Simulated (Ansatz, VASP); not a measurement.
# Rb: VASP beside Ansatz

The input INCAR:

```
SYSTEM = Rb
PREC = Accurate
ENCUT = 520
EDIFF = 1E-6
ISMEAR = 0
SIGMA = 0.15
LREAL = .False.
LASPH = .True.
NELM = 100
ALGO = Normal
ISIF = 2
LWAVE = .False.
LCHARG = .False.
NBANDS = 10
```

File KPOINTS:

```
regular mesh
0
Gamma
  12 12 12
  0 0 0
```

The input POSCAR:

```
Rb
1.0
   -0.0181994234      3.6398846700      3.6398846700
    3.6398846700     -0.0181994234      3.6398846700
    3.6216852466      3.6216852466      0.0000000000
Rb
1
Direct
    0.0000000000      0.0000000000      0.0000000000
```

Input for Ansatz:

```yaml
crystal:
  lattice:
    - [-0.0181994234, 3.63988467, 3.63988467]
    - [3.63988467, -0.0181994234, 3.63988467]
    - [3.6216852466, 3.6216852466, 0.0]
  atoms:
    - { symbol: Rb, position: [0.0, 0.0, 0.0] }
basis:
  ecutwfc: 420
kpoints:
  mp_grid: { grid: [12, 12, 12] }
hamiltonian:
  xc: lda
scf:
  occupations: { method: gaussian, width: 0.15 }
output:
  forces: true
  stress: true
  eigenvalues: true
```

Change from the starting cell: strain -0.0100 x Voigt [0, 0, 0, 0, 0, 1], atoms carried along.

Alike in both runs: task single point; functional LDA; k mesh 12 × 12 × 12; occupations gaussian, width 0.15 eV; no spin polarisation.

|  | VASP | Ansatz |
| --- | --- | --- |
| version | VASP 6.6.1 | Ansatz 0.2.0 |
| potentials or method | VASP PAW LDA potentials, release 64 (Rb_sv), cutoff 520 eV | scalar-relativistic, plane waves, PAW |
| valence electrons in the cell | 9 | 9 |

|  | VASP | Ansatz | Ansatz less VASP |
| --- | --- | --- | --- |
| gap on the k mesh at the Fermi level (eV) | none | none | - |
| pressure (GPa) | -0.5 | -0.5 | 0.00 |

LDA's correlation is that of Perdew and Zunger in VASP and of Perdew and Wang (1992) in Ansatz. A gap of «none» marks a metal or a gap that the smearing closes.
